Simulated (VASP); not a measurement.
Crystal: Ta2Ru.

```
CELL_PARAMETERS angstrom
2.88783 0.00000 0.00000
-1.44391 2.50093 0.00000
0.00000 0.00000 13.97910
ATOMIC_POSITIONS crystal
Ta 0.33333 0.66667 0.59131
Ta 0.66667 0.33333 0.09131
Ta 0.33333 0.66667 0.90869
Ta 0.66667 0.33333 0.40869
Ru 0.33333 0.66667 0.25000
Ru 0.66667 0.33333 0.75000
```

```yaml
Program: VASP 6.6.1
Task: relaxation of cell and atoms
Functional: PBE
Potentials_or_basis: VASP PAW PBE potentials, release 64 (Ta_pv, Ru_pv)
Cutoff: 600 eV
k_mesh: 12 × 12 × 4
Occupations: gaussian, width 0.1 eV
Spin: no spin polarisation
```

At the start: pressure 0.8 GPa; volume 16.83 Å³/atom.

Q: Where does the relaxation end?

A: Over 7 steps the energy falls by 2.9 meV/atom and the volume is 16.92 Å³/atom (+0.5 %); space group P6_3/mmc (No. 194, to 0.1 Å) before and after.

The path:
```tsv
step	energy change (eV)	largest force (eV/Å)	pressure (GPa)	volume (Å³)
1	0.0000	0.0660	0.79	100.96
2	-0.0121	0.0413	-1.61	102.17
3	-0.0124	0.0445	-1.30	102.01
4	-0.0156	0.0484	1.04	101.07
5	-0.0176	0.0115	0.13	101.43
6	-0.0176	0.0108	0.09	101.44
7	-0.0176	0.0043	-0.02	101.50
```

Final structure:
```yaml
crystal:
  lattice:
    - [2.91665, 0.00000, 0.00000]
    - [-1.45833, 2.52589, 0.00000]
    - [0.00000, 0.00000, 13.77776]
  atoms:
    - { symbol: Ta, position: [0.33333, 0.66667, 0.59164] }
    - { symbol: Ta, position: [0.66667, 0.33333, 0.09164] }
    - { symbol: Ta, position: [0.33333, 0.66667, 0.90836] }
    - { symbol: Ta, position: [0.66667, 0.33333, 0.40836] }
    - { symbol: Ru, position: [0.33333, 0.66667, 0.25000] }
    - { symbol: Ru, position: [0.66667, 0.33333, 0.75000] }
```
